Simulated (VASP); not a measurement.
Ge2P3:

```
Ge P
1.0
     3.98463    0.00000    0.00000
    -1.99231    3.45079    0.00000
     0.00000    0.00000    6.19943
Ge P
2 3
Direct
  0.33333 0.66667 0.24500
  0.66667 0.33333 0.75500
  0.00000 0.00000 0.00000
  0.33333 0.66667 0.64500
  0.66667 0.33333 0.35500
```

```yaml
Program: VASP 6.6.1
Task: relaxation of cell and atoms
Functional: r2SCAN
Potentials_or_basis: VASP PAW PBE potentials, release 64 (Ge_d, P)
Cutoff: 600 eV
k_mesh: 6 × 6 × 4
Occupations: gaussian, width 0.1 eV
Spin: no spin polarisation
```

At the start: pressure 8.3 GPa; volume 17.05 Å³/atom.

Task: Where does the relaxation end?

Result: Over 41 steps the energy falls by 380.6 meV/atom and the volume is 16.80 Å³/atom (-1.4 %); space group P-3m1 (No. 164, to 0.1 Å) before and after.

Step by step:
```csv
step,energy change (eV),largest force (eV/Å),pressure (GPa),volume (Å³)
1,0.0000,1.2335,8.29,85.24
3,-0.2594,0.6045,-1.05,93.81
5,-0.4911,0.3926,-0.33,91.15
7,-0.7160,1.0282,3.62,85.12
9,-0.7463,0.6775,2.50,86.15
11,-0.8411,1.3989,3.11,85.39
13,-1.0435,1.4136,1.19,86.61
15,-1.5644,0.9381,-4.95,91.58
17,-1.7331,0.6277,-4.18,89.38
19,-1.7882,0.5095,-2.16,86.35
21,-1.8733,0.2846,0.97,83.52
23,-1.8809,0.0739,-0.30,84.61
25,-1.8822,0.0887,-0.22,84.41
27,-1.8857,0.1373,0.01,83.90
29,-1.8917,0.1301,0.56,83.22
31,-1.8926,0.1134,0.98,82.91
33,-1.8958,0.0903,0.87,83.04
35,-1.8991,0.1867,0.72,83.66
37,-1.9016,0.0925,0.32,83.74
39,-1.9022,0.0585,-0.06,84.10
41,-1.9030,0.0284,0.02,84.01
```

Final structure:
```
Ge P
1.0
     3.49961    0.00000    0.00000
    -1.74981    3.03075    0.00000
     0.00000    0.00000    7.92045
Ge P
2 3
Direct
  0.33333 0.66667 0.19662
  0.66667 0.33333 0.80338
  0.00000 0.00000 0.00000
  0.33333 0.66667 0.61017
  0.66667 0.33333 0.38983
```

Caveat: a cell axis changed by over 15 % at a fixed basis, so the end point is rough; the PAW data sets were made with another functional, which shifts forces and pressure a little; an odd number of electrons without spin polarisation forces a metal; a magnetic or distorted state may lie lower.
